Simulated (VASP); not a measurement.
Wanted: the native input for a VASP 6.6.1 run.

```
Task                   : single point
Functional             : PBE
Potentials or basis    : VASP PAW PBE potentials, release 64 (Sr_sv, Sc_sv, I)
Cutoff                 : 520 eV
k mesh                 : 4 × 4 × 2
Occupations            : gaussian, width 0.1 eV
Spin                   : no spin polarisation
Dipole correction      : no
Further INCAR settings : ALGO = Normal; EDIFF = 1e-07; NBANDS = 43
```

The structure of Sr2ScI5 lies in POSCAR:

```
Sr2ScI5
1.0
    5.4601057011      0.0000000000      0.0000000000
    0.0000000000      5.4601057011      0.0000000000
    0.0000000000      0.0000000000      9.6724941861
Sr Sc I
2 1 5
Direct
    0.0000000000      0.0000000000      0.0000000000
    0.5000000000      0.5000000000      0.5000000000
    0.0000000000      0.0000000000      0.5000000000
    0.0000000000      0.5000000000      0.3080229474
    0.5000000000      0.0000000000      0.6919770526
    0.5000000000      0.0000000000      0.3080229474
    0.0000000000      0.5000000000      0.6919770526
    0.5000000000      0.5000000000      0.0000000000
```

The cell was generated, and may not be a known phase.

One way to write it, as run:

INCAR

```
SYSTEM = Sr2ScI5
ALGO = Normal
EDIFF = 1E-7
ENCUT = 520
GGA = PE
ISIF = 2
ISMEAR = 0
LASPH = .TRUE.
LCHARG = .TRUE.
LELF = .TRUE.
LREAL = .FALSE.
LVHAR = .TRUE.
LWAVE = .FALSE.
NBANDS = 43
NELM = 100
PREC = Accurate
SIGMA = 0.1
```

KPOINTS

```
k-points
0
G
  4 4 2
  0 0 0
```

Potentials or basis: VASP PAW PBE potentials, release 64 (Sr_sv, Sc_sv, I).

Run with:

```sh
$ cat potpaw_PBE.64/Sr_sv/POTCAR potpaw_PBE.64/Sc_sv/POTCAR potpaw_PBE.64/I/POTCAR > POTCAR
$ mpirun -np 1 vasp_std > vasp.out
```

It gave:

| Quantity | Value |
| --- | --- |
| Pressure | 0.0 GPa |
| Largest force | 0.010 eV/Å |
| Band gap on the k mesh | zero (bands 33 and 34 overlap by 0.71 eV) |

Caveat: spin-orbit coupling is left out, which moves the levels of the heavy elements.

Run time: 98 s on 1 thread of Intel(R) Xeon(R) 6975P-C (Granite Rapids), on a shared host, peak memory 0.43 GiB.
